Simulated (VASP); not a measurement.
# Te2Mo in VASP: a series of runs, part 3 of 3

VASP 6.6.1. Earlier steps stand in the parts before.

### 5 Single point, PBE+D3(BJ)

Contents of INCAR:

```
PREC     = Accurate       # precision mode
ENCUT    = 520            # plane-wave cutoff, eV
EDIFF    = 1E-7           # SCF threshold, eV
ISMEAR   = 0              # smearing method
SIGMA    = 0.05           # smearing width, eV
LREAL    = False          # projectors in reciprocal space
LASPH    = True           # aspherical terms in the spheres
NELM     = 60             # most SCF steps
ALGO     = Normal         # electronic algorithm
ISIF     = 2              # what is computed and relaxed
LWAVE    = False          # write WAVECAR
LCHARG   = True           # write CHGCAR
LDIPOL   = True         
IDIPOL   = 3            
DIPOL    = 0.5 0.5 0.398
GGA      = PE             # functional
IVDW     = 12             # dispersion correction
LELF     = True           # ELF
LVHAR    = True         
LVACPOTAV= True         
NBANDS   = 35             # bands
```

Contents of KPOINTS:

```
Automatic mesh
0
Gamma
  9 9 1
```

Contents of POSCAR:

```
Te2Mo
1.0
    3.5038817216      0.0000000000      0.0000000000
   -1.7519408608      3.0344505828      0.0000000000
    0.0000000000      0.0000000000     24.7677194079
Te Mo
4 2
Direct
    0.3333333333      0.6666666667      0.1816881048
    0.3333333333      0.6666666667      0.3284056788
    0.6666666667      1.3333333333      0.4668923898
    0.6666666667      1.3333333333      0.6136099637
    0.6666666667      0.3333333333      0.2550468918
    0.3333333333      1.6666666667      0.5402511768
```

Potentials or basis: VASP PAW PBE potentials, release 64 (Te, Mo_sv).

On the command line:

```console
$ cat potpaw_PBE.64/Te/POTCAR potpaw_PBE.64/Mo_sv/POTCAR > POTCAR
$ mpirun -np 1 vasp_std > vasp.out
```

OUTCAR:

```text
PREC = Accurate
   ENCUT = 520
   EDIFF = 1E-7
   ISMEAR = 0
   LREAL = False
   LASPH = True
   NELM = 60
   ISIF = 2
   GGA = PE
   IVDW = 12
 IVDW          = 12

 ion  position               nearest neighbor table
   1  0.333  0.667  0.182-   5 2.72   5 2.72   5 2.72   2 3.63
   2  0.333  0.667  0.328-   5 2.72   5 2.72   5 2.72   1 3.63
   3  0.667  0.333  0.467-   6 2.72   6 2.72   6 2.72   4 3.63
   4  0.667  0.333  0.614-   6 2.72   6 2.72   6 2.72   3 3.63
   5  0.667  0.333  0.255-   1 2.72   2 2.72   1 2.72   2 2.72   1 2.72   2 2.72
   6  0.333  0.667  0.540-   4 2.72   4 2.72   4 2.72   3 2.72   3 2.72   3 2.72

  LATTYP: Found a hexagonal cell.
 ALAT       =     3.5038817216
 C/A-ratio  =     7.0686516771

  Lattice vectors:

 A1 = (   3.5038817216,   0.0000000000,   0.0000000000)
 A2 = (  -1.7519408608,   3.0344505828,   0.0000000000)
 A3 = (   0.0000000000,   0.0000000000,  24.7677194079)

Analysis of symmetry for initial positions (statically):
=====================================================================
 Subroutine PRICEL returns:
 Original cell was already a primitive cell.

 Routine SETGRP: Setting up the symmetry group for a
 hexagonal supercell.

 Subroutine GETGRP returns: Found 12 space group operations
 (whereof  6 operations were pure point group operations)
 out of a pool of 24 trial point group operations.

The static configuration has the point symmetry C_3v.
 The point group associated with its full space group is D_3d.

Analysis of symmetry for dynamics (positions and initial velocities):
=====================================================================
 Subroutine PRICEL returns:
 Original cell was already a primitive cell.

 Routine SETGRP: Setting up the symmetry group for a
 hexagonal supercell.

 Subroutine GETGRP returns: Found 12 space group operations
 (whereof  6 operations were pure point group operations)
 out of a pool of 24 trial point group operations.

The dynamic configuration has the point symmetry C_3v.
 The point group associated with its full space group is D_3d.

 Subroutine INISYM returns: Found 12 space group operations
 (whereof  6 operations are pure point group operations),
 and found     1 'primitive' translations

----------------------------------------------------------------------------------------

                                     Primitive cell

  volume of cell :     263.3392

  direct lattice vectors                    reciprocal lattice vectors
     3.503881722  0.000000000  0.000000000     0.285397762  0.164774474  0.000000000
    -1.751940861  3.034450583  0.000000000     0.000000000  0.329548949  0.000000000
     0.000000000  0.000000000 24.767719408     0.000000000  0.000000000  0.040375134

  length of vectors
     3.503881722  3.503881722 24.767719408     0.329548949  0.329548949  0.040375134

  position of ions in fractional coordinates (direct lattice)
     0.333333333  0.666666667  0.181688105
     0.333333333  0.666666667  0.328405679
     0.666666667  0.333333333  0.466892390
     0.666666667  0.333333333  0.613609964
     0.666666667  0.333333333  0.255046892
     0.333333333  0.666666667  0.540251177

  ion indices of the primitive-cell ions
   primitive index   ion index
                 1           1
                 2           2
                 3           3
                 4           4
                 5           5
[... 42 lines left out ...]
   k-points           NKPTS =     12   k-points in BZ     NKDIM =     12   number of bands    NBANDS=     35
   number of dos      NEDOS =    301   number of ions     NIONS =      6
   total plane-waves  NPLWV = 150528
   dimension x,y,z NGX =    28 NGY =   28 NGZ =  192
   dimension x,y,z NGXF=    56 NGYF=   56 NGZF=  384
   ions per type =               4   2
   NGX,Y,Z   is equivalent  to a cutoff of  13.28, 13.28, 12.89 a.u.
   NGXF,Y,Z  is equivalent  to a cutoff of  26.57, 26.57, 25.77 a.u.
 SYSTEM =  unknown system
   PREC   = accura    normal or accurate (medium, high low for compatibility)
   ISTART =      0    job   : 0-new  1-cont  2-samecut
   ICHARG =      2    charge: 1-file 2-atom 10-const
   ISPIN  =      1    spin polarized calculation?
   LNONCOLLINEAR =      F non collinear calculations
   LSORBIT =      F    spin-orbit coupling
   LASPH  =      T    aspherical Exc in radial PAW
   ENCUT  =  520.0 eV  38.22 Ry    6.18 a.u.   6.51  6.51 46.05*2*pi/ulx,y,z
   NELM   =     60;   NELMIN=  2; NELMDL= -5     # of ELM steps
   EDIFF  = 0.1E-06   stopping-criterion for ELM
   LREAL  =      F    real-space projection
   EDIFFG = 0.1E-05   stopping-criterion for IOM
   NSW    =      0    number of steps for IOM
   IBRION =     -1    ionic relax: 0-MD 1-quasi-New 2-CG
   NFREE  =      0    steps in history (QN), initial steepest desc. (CG)
   ISIF   =      2    stress and relaxation
   ISYM   =      2    0-nonsym 1-usesym 2-fastsym
   POTIM  = 0.5000    time-step for ionic-motion
   TEBEG  =    0.0;   TEEND  =   0.0 temperature during run
   PSTRESS=    0.0 pullay stress
   NELECT =      52.0000    total number of electrons
   NUPDOWN=      -1.0000    fix difference up-down
   EMIN   =  10.00;   EMAX   =-10.00  energy-range for DOS
   EFERMI =   0.00;   METHOD = LEGACY
   ISMEAR =     0;   SIGMA  =   0.05  broadening in eV -4-tet -1-fermi 0-gaus
   EFERMI_NEDOS =   21; number of points for ismear=-14 and -15
   IALGO  =     38    algorithm
   IMIX   =      4    mixing-type and parameters
     AMIX     =   0.40;   BMIX     =  1.00
     AMIX_MAG =   1.60;   BMIX_MAG =  1.00
  volume/ion in A,a.u.               =      43.89       296.18
  Fermi-wavevector in a.u.,A,eV,Ry     =   0.953317  1.801508 12.365161  0.908814
  Thomas-Fermi vector in A             =   2.081961
   LORBIT       =      0    0 simple, 1 ext, 2 COOP (PROOUT), +10 PAW based schemes
   GGA     = PE    functional components
   LHFCALC =     F    Hartree Fock is set to
   AEXX    =    0.0000 exact exchange contribution
   IVDW    =    12    specifies the selected vdW correction
   LEPSILON=     F    determine dielectric tensor
   LRPA    =     F    only Hartree local field effects (RPA)
 non-spin polarized calculation
 Gauss-broadening in eV      SIGMA  =   0.05
  energy-cutoff  :      520.00
  volume of cell :      263.34
 maximum number of plane-waves:      7173
 NGX is ok and might be reduce to    28
   NGX = 13   NGY = 13   NGZ = 93

 dipolmoment           0.000000      0.000000     -0.000000 electrons x Angstroem

 number of electron      52.0000000 magnetization

 dipolmoment           0.000000      0.000000      0.000000 electrons x Angstroem

 Free energy of the ion-electron system (eV)
  ---------------------------------------------------
  ext. energy  EPLUGINS =         0.00000000
  ---------------------------------------------------
  free energy    TOTEN  =       -36.00575890 eV

  energy without entropy =      -36.00575890  energy(sigma->0) =      -36.00575890

 E-fermi :   2.7751     XC(G=0):  -6.3856

 val. band max:        2.5089292213   @ k =   0.3333   0.3333   0.0000
 cond. band min:       3.5663911907   @ k =   0.2222   0.2222   0.0000
 fundamental gap:      1.0574619693
 Fermi energy:         2.7750654691

 k-point     1 :       0.0000    0.0000    0.0000
  band No.  band energies     occupation
      1     -58.1878      2.00000
      2     -58.1877      2.00000
      3     -32.3634      2.00000
      4     -32.3634      2.00000
      5     -32.2215      2.00000
      6     -32.2215      2.00000
[... 445 lines left out ...]
     34       6.4900      0.00000
     35       7.2318      0.00000

------------------------ aborting loop because EDIFF is reached ----------------------------------------

 Edisp (eV)   -2.79961

 E8    (eV) :    -1.3245

  FORCE on cell =-STRESS in cart. coord.  units (eV):
  Direction    XX          YY          ZZ          XY          YZ          ZX
  --------------------------------------------------------------------------------------
  -------------------------------------------------------------------------------------
  Total      -0.23827    -0.23827    -0.46687     0.00000    -0.00000     0.00000
  in kB      -1.44968    -1.44968    -2.84046     0.00000    -0.00000     0.00000
  external pressure =       -1.91 kB  Pullay stress =        0.00 kB

 VOLUME and BASIS-vectors are now :
 -----------------------------------------------------------------------------
  energy-cutoff  :      520.00
  volume of cell :      263.34
      direct lattice vectors                 reciprocal lattice vectors
     3.503881722  0.000000000  0.000000000     0.285397762  0.164774474  0.000000000
    -1.751940861  3.034450583  0.000000000     0.000000000  0.329548949  0.000000000
     0.000000000  0.000000000 24.767719408     0.000000000  0.000000000  0.040375134

 POSITION                                       TOTAL-FORCE (eV/Angst)
 -----------------------------------------------------------------------------------
     -0.00000      2.02297      4.50000        -0.000000      0.000000      0.005913
     -0.00000      2.02297      8.13386        -0.000000      0.000000      0.096426
      1.75194      1.01148     11.56386        -0.000000     -0.000000     -0.096426
      1.75194      1.01148     15.19772        -0.000000      0.000000     -0.005913
      1.75194      1.01148      6.31693        -0.000000      0.000000      0.002227
     -0.00000      2.02297     13.38079         0.000000     -0.000000     -0.002227
 -----------------------------------------------------------------------------------
    total drift:                                0.000000     -0.000000      0.000039

  FREE ENERGIE OF THE ION-ELECTRON SYSTEM (eV)
  ---------------------------------------------------
  free  energy   TOTEN  =       -38.8053648383 eV

  energy  without entropy=      -38.8053648383  energy(sigma->0) =      -38.80536484

 vacuum level on the upper side and lower side of the slab         7.305         7.305
```

It took 5.9 min on 1 thread of Intel Xeon 6975P-C (Granite Rapids), shared host; peak memory 0.41 GiB.

Results:

- Free energy: -38.8054 eV
- Largest force: 0.096 eV/Å
- Band gap on the k mesh: 1.06 eV (least direct gap 1.14 eV)
- Dispersion energy per atom: -0.467 eV

Forces in eV/Å, atoms in the order of the input:
```
Te   0.000  0.000  0.006
Te   0.000  0.000  0.096
Te   0.000  0.000 -0.096
Te   0.000  0.000 -0.006
Mo   0.000  0.000  0.002
Mo   0.000  0.000 -0.002
```

Levels at points of the mesh, in eV from the valence-band top:
```tsv
k point	band 23	band 24	band 25	band 26	band 27	band 28	band 29	band 30
(0.00, 0.00, 0.00)	-0.86	-0.86	-0.75	-0.06	3.10	3.10	3.17	3.17
```

Caveat: spin-orbit coupling is left out, which moves the levels of the heavy elements.

### 6 Summary

| cell | gap on the mesh (eV) | largest force (eV/Å) |
| --- | --- | --- |
| as given, atomic positions A | 0.96 | 0.45 |
| as given, atomic positions B | 1.06 | 0.10 |
| as given, atomic positions C | 1.11 | 0.04 |

Alike in all rows: task single point; level PBE+D3(BJ); potentials or basis VASP PAW PBE potentials, release 64 (Te, Mo_sv); no spin polarisation; k mesh 9 × 9 × 1; cutoff (eV) 520; smearing gaussian 0.05 eV.

Caveats: spin-orbit coupling is left out, which moves the levels of the heavy elements.

Total energies depend on the potentials used, so only differences within one code and one set of settings carry meaning.
